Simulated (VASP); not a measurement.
Here is a VASP 6.6.1 calculation.

File INCAR:

```
PREC = Accurate
ENCUT = 520
EDIFF = 1E-7
ISMEAR = -1
SIGMA = 0.06122561905347299
LREAL = F
LASPH = T
NELM = 100
ALGO = Normal
ISIF = 2
LWAVE = F
LCHARG = F
GGA = PE
NBANDS = 20
```

File KPOINTS:

```
regular mesh
0
Gamma
  16 16 16
```

Contents of POSCAR:

```
Nb
1.0
    0.0000000000      2.9557762912      2.9557762912
    2.9557762912      0.0000000000      2.9557762912
    2.9557762912      2.9557762912      0.0000000000
Nb
2
Direct
    0.0000000000      0.0000000000      0.0000000000
    0.2500000000      0.2500000000      0.2500000000
```

Potentials or basis: VASP PAW PBE potentials, release 64 (Nb_sv).

The run is started by

```console
$ cat potpaw_PBE.64/Nb_sv/POTCAR > POTCAR
$ mpirun -np 1 vasp_std > vasp.out
```

Q: Predict the pressure.

A: -0.1 GPa.

Q: Predict the band gap on the k mesh.

A: Zero (band 13 reaches 7.39 eV, above the bottom of band 14 at 5.95 eV).
